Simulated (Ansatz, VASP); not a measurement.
## One calculation of AlN, two programs

```xyz
4
Lattice="3.4220 0.0000 0.0000 -1.7110 2.9635 0.0000 0.0000 0.0000 4.2637" Properties=species:S:1:pos:R:3 pbc="T T T"
Al    0.0000    1.9757    3.1977
Al    1.7110    0.9878    1.0659
N     0.0000    1.9757    1.0659
N     1.7110    0.9878    3.1977
```

Alike in both runs: task single point; functional PBEsol; k mesh 9 × 9 × 6; occupations gaussian, width 0.02 eV; no spin polarisation.

```csv
,VASP,Ansatz
version,VASP 6.6.1,Ansatz 0.2.0
potentials or method,"VASP PAW PBE potentials, release 64 (Al, N), cutoff 520 eV","scalar-relativistic, plane waves, PAW"
valence electrons in the cell,16,16
```

```csv
,VASP,Ansatz,Ansatz less VASP
gap on the k mesh at the Fermi level (eV),2.62,2.61,-0.011
least direct gap on the mesh (eV),2.62,2.61,-0.011
pressure (GPa),-18.0,-17.9,+0.09
"traceless stress, the component that is largest in VASP (GPa)",2.38,2.37,-0.014
```

VASP's potentials were made for PBE, not for PBEsol. The functional is the same, so the differences come from potentials, cutoffs and numerics.
